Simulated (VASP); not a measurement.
# Ga (Fm-3m) in VASP: further runs

The runs below take Ga through single point, with PBE.

Everything below comes from runs of VASP 6.6.1. Logs are shortened: lines on timing, memory, paths and dates and some standing lists are left out, and cuts for length are marked.

## 1. The cell of the first run

It takes space group Fm-3m (No. 225, cubic). Conventional cell: a = 4.236 Å, b = 4.236 Å, c = 4.236 Å, α = 90.00°, β = 90.00°, γ = 90.00°. Ga (site symmetry m-3m) has 12 Ga at 3.00 Å within 3.9 Å.

## 2. Single point, PBE

INCAR reads:

```
SYSTEM = Ga
ALGO = Normal ; EDIFF = 1E-7
ENCUT = 520 ; GGA = PE
ISIF = 2 ; ISMEAR = -1
LASPH = .TRUE. ; LCHARG = .FALSE.
LREAL = .FALSE. ; LWAVE = .FALSE.
NBANDS = 12 ; NELM = 60
PREC = Accurate ; SIGMA = 0.15
```

KPOINTS reads:

```
k-points
0
G
  4 4 4
  0 0 0
```

POSCAR reads:

```
Ga
1.0
    0.0000000000      2.1179000000      2.1179000000
    2.1179000000      0.0000000000      2.1179000000
    2.1179000000      2.1179000000      0.0000000000
Ga
1
Direct
    0.0000000000      0.0000000000      0.0000000000
```

Potentials or basis: VASP PAW PBE potentials, release 64 (Ga_d).

The run is started by

```
$ cat potpaw_PBE.64/Ga_d/POTCAR > POTCAR
$ mpirun -np 1 vasp_std > vasp.out
```

OUTCAR:

```text
SYSTEM = Ga
   EDIFF = 1E-7
   ENCUT = 520
   GGA = PE
   ISIF = 2
   ISMEAR = -1
   LASPH = .TRUE.
   LREAL = .FALSE.
   NELM = 60
   PREC = Accurate

 ion  position               nearest neighbor table
   1  0.000  0.000  0.000-

  LATTYP: Found a face centered cubic cell.
 ALAT       =     4.2358000000

  Lattice vectors:

 A1 = (   0.0000000000,   2.1179000000,   2.1179000000)
 A2 = (   2.1179000000,   0.0000000000,   2.1179000000)
 A3 = (   2.1179000000,   2.1179000000,   0.0000000000)

Analysis of symmetry for initial positions (statically):
=====================================================================
 Subroutine PRICEL returns:
 Original cell was already a primitive cell.

 Routine SETGRP: Setting up the symmetry group for a
 face centered cubic supercell.

 Subroutine GETGRP returns: Found 48 space group operations
 (whereof 48 operations were pure point group operations)
 out of a pool of 48 trial point group operations.

The static configuration has the point symmetry O_h .

Analysis of symmetry for dynamics (positions and initial velocities):
=====================================================================
 Subroutine PRICEL returns:
 Original cell was already a primitive cell.

 Routine SETGRP: Setting up the symmetry group for a
 face centered cubic supercell.

 Subroutine GETGRP returns: Found 48 space group operations
 (whereof 48 operations were pure point group operations)
 out of a pool of 48 trial point group operations.

The dynamic configuration has the point symmetry O_h .

 Subroutine INISYM returns: Found 48 space group operations
 (whereof 48 operations are pure point group operations),
 and found     1 'primitive' translations

----------------------------------------------------------------------------------------

                                     Primitive cell

  volume of cell :      18.9997

  direct lattice vectors                    reciprocal lattice vectors
     0.000000000  2.117900000  2.117900000    -0.236082912  0.236082912  0.236082912
     2.117900000  0.000000000  2.117900000     0.236082912 -0.236082912  0.236082912
     2.117900000  2.117900000  0.000000000     0.236082912  0.236082912 -0.236082912

  length of vectors
     2.995162904  2.995162904  2.995162904     0.408907599  0.408907599  0.408907599

  position of ions in fractional coordinates (direct lattice)
     0.000000000  0.000000000  0.000000000

  ion indices of the primitive-cell ions
[... 63 lines left out ...]
   ISIF   =      2    stress and relaxation
   ISYM   =      2    0-nonsym 1-usesym 2-fastsym
   POTIM  = 0.5000    time-step for ionic-motion
   TEBEG  =    0.0;   TEEND  =   0.0 temperature during run
   PSTRESS=    0.0 pullay stress
   NELECT =      13.0000    total number of electrons
   NUPDOWN=      -1.0000    fix difference up-down
   EMIN   =  10.00;   EMAX   =-10.00  energy-range for DOS
   EFERMI =   0.00;   METHOD = LEGACY
   ISMEAR =    -1;   SIGMA  =   0.15  broadening in eV -4-tet -1-fermi 0-gaus
   EFERMI_NEDOS =   21; number of points for ismear=-14 and -15
   IALGO  =     38    algorithm
   IMIX   =      4    mixing-type and parameters
     AMIX     =   0.40;   BMIX     =  1.00
     AMIX_MAG =   1.60;   BMIX_MAG =  1.00
  volume/ion in A,a.u.               =      19.00       128.22
  Fermi-wavevector in a.u.,A,eV,Ry     =   1.442582  2.726085 28.314305  2.081043
  Thomas-Fermi vector in A             =   2.561086
   LORBIT       =      0    0 simple, 1 ext, 2 COOP (PROOUT), +10 PAW based schemes
   GGA     = PE    functional components
   LHFCALC =     F    Hartree Fock is set to
   AEXX    =    0.0000 exact exchange contribution
   IVDW    =     0    specifies the selected vdW correction
   LEPSILON=     F    determine dielectric tensor
   LRPA    =     F    only Hartree local field effects (RPA)
 non-spin polarized calculation
  energy-cutoff  :      520.00
  volume of cell :       19.00
 maximum number of plane-waves:       531
 NGX is ok and might be reduce to    24
   NGX = 11   NGY = 11   NGZ = 11

 number of electron      13.0000010 magnetization

 Free energy of the ion-electron system (eV)
  ---------------------------------------------------
  ext. energy  EPLUGINS =         0.00000000
  ---------------------------------------------------
  free energy    TOTEN  =        -2.69985076 eV

  energy without entropy =       -2.63339233  energy(sigma->0) =       -2.66662155

 E-fermi :   5.1731     XC(G=0): -10.9669

 val. band max:        4.8254665810   @ k =   0.5000   0.2500   0.0000
 cond. band min:       5.3276940880   @ k =  -0.2500   0.5000   0.2500
 fundamental gap:      0.5022275070
 Fermi energy:         5.1730636544

 k-point     1 :       0.0000    0.0000    0.0000
  band No.  band energies     occupation
      1      -9.3263      2.00000
      2      -9.3263      2.00000
      3      -9.3263      2.00000
      4      -9.2075      2.00000
      5      -9.2075      2.00000
      6      -5.4816      2.00000
      7      17.6529      0.00000
      8      17.6529      0.00000
      9      17.6529      0.00000
     10      21.3056      0.00000
     11      21.5242      0.00000
     12      21.5242      0.00000
[... 91 lines left out ...]
 k-point     8 :      -0.2500    0.5000    0.2500
  band No.  band energies     occupation
      1      -9.3532      2.00000
      2      -9.2996      2.00000
      3      -9.2996      2.00000
      4      -9.1796      2.00000
      5      -9.0796      2.00000
      6       3.9892      1.99925
      7       5.3277      0.52583
      8       5.3277      0.52583
      9       6.9647      0.00001
     10      21.1570      0.00000
     11      22.7587      0.00000
     12      22.7587      0.00000

------------------------ aborting loop because EDIFF is reached ----------------------------------------

  FORCE on cell =-STRESS in cart. coord.  units (eV):
  Direction    XX          YY          ZZ          XY          YZ          ZX
  --------------------------------------------------------------------------------------
  -------------------------------------------------------------------------------------
  Total        0.5852596      0.5852596      0.5852596     -0.0000000     -0.0000000      0.0000000
  in kB       49.3529098     49.3529098     49.3529098     -0.0000000     -0.0000000      0.0000000
  external PRESSURE =      49.3529098 kB  Pullay stress =       0.0000000 kB

 VOLUME and BASIS-vectors are now :
 -----------------------------------------------------------------------------
  energy-cutoff  :      520.00
  volume of cell :       19.00
      direct lattice vectors                 reciprocal lattice vectors
     0.000000000  2.117900000  2.117900000    -0.236082912  0.236082912  0.236082912
     2.117900000  0.000000000  2.117900000     0.236082912 -0.236082912  0.236082912
     2.117900000  2.117900000  0.000000000     0.236082912  0.236082912 -0.236082912

 POSITION                                       TOTAL-FORCE (eV/Angst)
 -----------------------------------------------------------------------------------
      0.00000      0.00000      0.00000        -0.000000      0.000000      0.000000
 -----------------------------------------------------------------------------------
    total drift:                               -0.000000     -0.000000      0.000000

  FREE ENERGIE OF THE ION-ELECTRON SYSTEM (eV)
  ---------------------------------------------------
  free  energy   TOTEN  =        -2.6998507588 eV

  energy  without entropy=       -2.6333923334  energy(sigma->0) =       -2.66662155
```

OSZICAR:

```text
N       E                     dE             d eps       ncg     rms          rms(c)
DAV:   1     0.443419449722E+02    0.44342E+02   -0.64255E+03   192   0.188E+03
DAV:   2    -0.717416946799E+00   -0.45059E+02   -0.43773E+02   204   0.260E+02
DAV:   3    -0.270179248857E+01   -0.19844E+01   -0.19795E+01   220   0.440E+01
DAV:   4    -0.272038784165E+01   -0.18595E-01   -0.18589E-01   228   0.469E+00
DAV:   5    -0.272063609725E+01   -0.24826E-03   -0.24825E-03   236   0.508E-01    0.719E-01
DAV:   6    -0.270393244423E+01    0.16704E-01   -0.27032E-02   228   0.323E+00    0.349E-01
DAV:   7    -0.270026765879E+01    0.36648E-02   -0.50445E-03   252   0.115E+00    0.946E-02
DAV:   8    -0.269984716081E+01    0.42050E-03   -0.52726E-04   260   0.397E-01    0.767E-03
DAV:   9    -0.269985070401E+01   -0.35432E-05   -0.42471E-06   264   0.271E-02    0.248E-03
DAV:  10    -0.269985075884E+01   -0.54828E-07   -0.13014E-07   232   0.407E-03
   1 F= -.26998508E+01 E0= -.26666215E+01  d E =-.664584E-01
```

stdout:

```text
POSCAR found type information on POSCAR Ga
 POSCAR found :  1 types and       1 ions
 scaLAPACK will be used
 LDA part: xc-table for (Slater+PW92), standard interpolation
 POSCAR, INCAR and KPOINTS ok, starting setup
 FFT: planning ... GRIDC
 FFT: planning ... GRID_SOFT
 FFT: planning ... GRID
 WAVECAR not read
 entering main loop
```

It used 6.5 s of CPU time on 1 thread of AMD EPYC 7R13, with other jobs on the host.

What came out:

| Item | Value |
| --- | --- |
| Free energy | -2.6999 eV |
| Pressure | 4.9 GPa |

Caveat: the k points lie up to 0.64 Å⁻¹ apart.

## 3. Single point, PBE, non-collinear spin, zero start, spin-orbit coupling

INCAR reads:

```
PREC     = Accurate       # precision mode
ENCUT    = 520            # plane-wave cutoff, eV
EDIFF    = 1E-6           # SCF threshold, eV
ISMEAR   = -1             # smearing method
SIGMA    = 0.15           # smearing width, eV
LREAL    = False          # projectors in reciprocal space
LASPH    = True           # aspherical terms in the spheres
NELM     = 150            # most SCF steps
ALGO     = Normal         # electronic algorithm
ISIF     = 2              # what is computed and relaxed
LWAVE    = False          # write WAVECAR
LCHARG   = False          # write CHGCAR
MAGMOM   = 0 0 0          # initial moments
LORBIT   = 11             # projections on sites
LSORBIT  = True           # spin-orbit coupling
GGA_COMPAT= False        
LORBMOM  = True         
GGA      = PE             # functional
NBANDS   = 24             # bands
```

KPOINTS reads:

```
Automatic mesh
0
Gamma
  4 4 4
```

POSCAR is that of step 2.

Potentials or basis: VASP PAW PBE potentials, release 64 (Ga_d).

The run is started by

```
$ cat potpaw_PBE.64/Ga_d/POTCAR > POTCAR
$ mpirun -np 1 vasp_ncl > vasp.out
```

OUTCAR:

```text
PREC = Accurate
   ENCUT = 520
   EDIFF = 1E-6
   ISMEAR = -1
   LREAL = False
   LASPH = True
   NELM = 150
   ISIF = 2
   LORBIT = 11
   LSORBIT = True
   GGA = PE

 ion  position               nearest neighbor table
   1  0.000  0.000  0.000-

  LATTYP: Found a face centered cubic cell.
 ALAT       =     4.2358000000

  Lattice vectors:

 A1 = (   0.0000000000,   2.1179000000,   2.1179000000)
 A2 = (   2.1179000000,   0.0000000000,   2.1179000000)
 A3 = (   2.1179000000,   2.1179000000,   0.0000000000)

Analysis of symmetry for initial positions (statically):
=====================================================================
 Subroutine PRICEL returns:
 Original cell was already a primitive cell.
[... 442 lines left out ...]
  1         0.000   0.000   0.000
 ----------------------------------------
            0.000   0.000   0.000

 Spin-Orbit-Coupling matrix elements

 Ion:    1  E_soc:     -0.0114338
 l=   1
     0.0000000    -0.0010861    -0.0010861
    -0.0010861     0.0000000    -0.0010861
    -0.0010861    -0.0010861     0.0000000
 l=   2
     0.0000000    -0.0001547     0.0000000    -0.0001547    -0.0006648
    -0.0001547     0.0000000    -0.0004986    -0.0001547    -0.0001662
     0.0000000    -0.0004986     0.0000000    -0.0004986     0.0000000
    -0.0001547    -0.0001547    -0.0004986     0.0000000    -0.0001662
    -0.0006648    -0.0001662     0.0000000    -0.0001662     0.0000000
 l=   3
     0.0000000     0.0000000     0.0000000     0.0000000     0.0000000     0.0000000     0.0000000
     0.0000000     0.0000000     0.0000000     0.0000000     0.0000000     0.0000000     0.0000000
     0.0000000     0.0000000     0.0000000     0.0000000     0.0000000     0.0000000     0.0000000
     0.0000000     0.0000000     0.0000000     0.0000000     0.0000000     0.0000000     0.0000000
     0.0000000     0.0000000     0.0000000     0.0000000     0.0000000     0.0000000     0.0000000
     0.0000000     0.0000000     0.0000000     0.0000000     0.0000000     0.0000000     0.0000000
     0.0000000     0.0000000     0.0000000     0.0000000     0.0000000     0.0000000     0.0000000

 total charge

# of ion       s       p       d       tot
------------------------------------------
    1        1.076   0.509   9.952  11.537

 magnetization (x)

# of ion       s       p       d       tot
------------------------------------------
    1        0.000  -0.000   0.000   0.000

 magnetization (y)

# of ion       s       p       d       tot
------------------------------------------
    1       -0.000   0.000   0.000   0.000

 magnetization (z)

# of ion       s       p       d       tot
------------------------------------------
    1        0.000  -0.000   0.000   0.000
```

stdout:

```text
POSCAR found type information on POSCAR Ga
 POSCAR found :  1 types and       1 ions
 scaLAPACK will be used
 LDA part: xc-table for (Slater+PW92), standard interpolation
 POSCAR, INCAR and KPOINTS ok, starting setup
 FFT: planning ... GRIDC
 FFT: planning ... GRID_SOFT
 FFT: planning ... GRID
 WAVECAR not read
 entering main loop
```

Run time: 31 s. Hardware: 1 thread of AMD EPYC 7R13, shared host; peak memory 0.15 GiB.

What came out:

| Quantity | Value |
| --- | --- |
| Free energy | -2.7055 eV |
| Pressure | 4.9 GPa |
| Net moment | 0.00 μB per cell |
| Valence electrons inside the program's atomic spheres | Ga 11.54 |

Moments on the atoms (μB; x, y, z):
```
Ga  0.00 0.00 0.00
```

Caveat: the k points lie up to 0.64 Å⁻¹ apart.

[end of part 1 of 2]
